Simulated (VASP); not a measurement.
Input of a VASP 6.6.1 run:

INCAR

```
PREC     = Accurate       # precision mode
ENCUT    = 520            # plane-wave cutoff, eV
EDIFF    = 1E-6           # SCF threshold, eV
ISMEAR   = -1             # smearing method
SIGMA    = 0.1            # smearing width, eV
LREAL    = F              # projectors in reciprocal space
LASPH    = T              # aspherical terms in the spheres
NELM     = 100            # most SCF steps
ALGO     = Normal         # electronic algorithm
ISIF     = 2              # what is computed and relaxed
LWAVE    = F              # write WAVECAR
LCHARG   = T              # write CHGCAR
GGA      = PE             # functional
LELF     = T              # ELF
LVHAR    = T            
NBANDS   = 26             # bands
```

The input KPOINTS:

```
regular mesh
0
Gamma
  13 13 7
```

The input POSCAR:

```
GaN
1.0
    2.7886933818      0.0000000000      0.0000000000
   -1.3943466909      2.4150793120      0.0000000000
    0.0000000000      0.0000000000      4.6360328548
Ga N
2 2
Direct
    0.3333333333      0.6666666667      0.0031511941
    0.6666666667      0.3333333333      0.5031511941
    0.3333333333      0.6666666667      0.3728488059
    0.6666666667      0.3333333333      0.8728488059
```

Potentials or basis: VASP PAW PBE potentials, release 64 (Ga_d, N).

The run is started by

```console
$ cat potpaw_PBE.64/Ga_d/POTCAR potpaw_PBE.64/N/POTCAR > POTCAR
$ mpirun -np 1 vasp_std > vasp.out
```

(1) What does it give for the pressure?

(2) What does it give for the band gap on the k mesh?

Answers

(1) 168.9 GPa.

(2) 4.24 eV, direct.
